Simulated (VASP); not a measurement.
The system is Fe.

```xyz
1
Lattice="-1.4430 1.4430 1.4430 1.4430 -1.4430 1.4430 1.4430 1.4430 -1.4430" Properties=species:S:1:pos:R:3 pbc="T T T"
Fe    0.0000    0.0000    0.0000
```

```yaml
Program: VASP 6.6.1
Task: relaxation of cell and atoms
Functional: revPBE
Dispersion: D4
Potentials_or_basis: VASP PAW PBE potentials, release 64 (Fe)
Cutoff: 600 eV
k_mesh: 13 × 13 × 13
Occupations: fermi-dirac, width 0.05 eV
Spin: collinear spin, ferromagnetic start
Starting_moments: "[3.0] μB"
```

At the start: pressure -12.0 GPa; volume 12.02 Å³/atom.

**Question.** How do energy, volume and symmetry change on relaxing?

**Answer.** Over 14 steps the energy falls by 41.6 meV/atom and the volume is 11.07 Å³/atom (-7.9 %); space group Im-3m (No. 229, to 0.05 Å); moment 2.12 μB per cell.

Step by step:
```
step  energy change (eV)  largest force (eV/Å)  pressure (GPa)  volume (Å³)
   1              0.0000                0.0000          -11.99        12.02
   2             -0.0224                0.0000           11.92        10.52
   3             -0.0416                0.0000            0.11        11.06
   4             -0.0416                0.0000           -0.26        11.08
   5             -0.0416                0.0000           -0.23        11.08
   6             -0.0416                0.0000           -0.20        11.08
   7             -0.0416                0.0000           -0.22        11.08
   8             -0.0416                0.0000           -0.21        11.08
   9             -0.0416                0.0000           -0.19        11.08
  10             -0.0416                0.0000           -0.16        11.08
  11             -0.0416                0.0000           -0.18        11.08
  12             -0.0416                0.0000           -0.15        11.08
  13             -0.0416                0.0000           -0.12        11.07
  14             -0.0416                0.0000           -0.02        11.07
```

Final structure:
```
CELL_PARAMETERS angstrom
-1.40395 1.40395 1.40395
1.40395 -1.40395 1.40395
1.40395 1.40395 -1.40395
ATOMIC_POSITIONS crystal
Fe 0.00000 0.00000 0.00000
```

Caveat: the PAW data sets were made with another functional, which shifts forces and pressure a little; pairwise dispersion overbinds metals, which lowers pressure and volume.
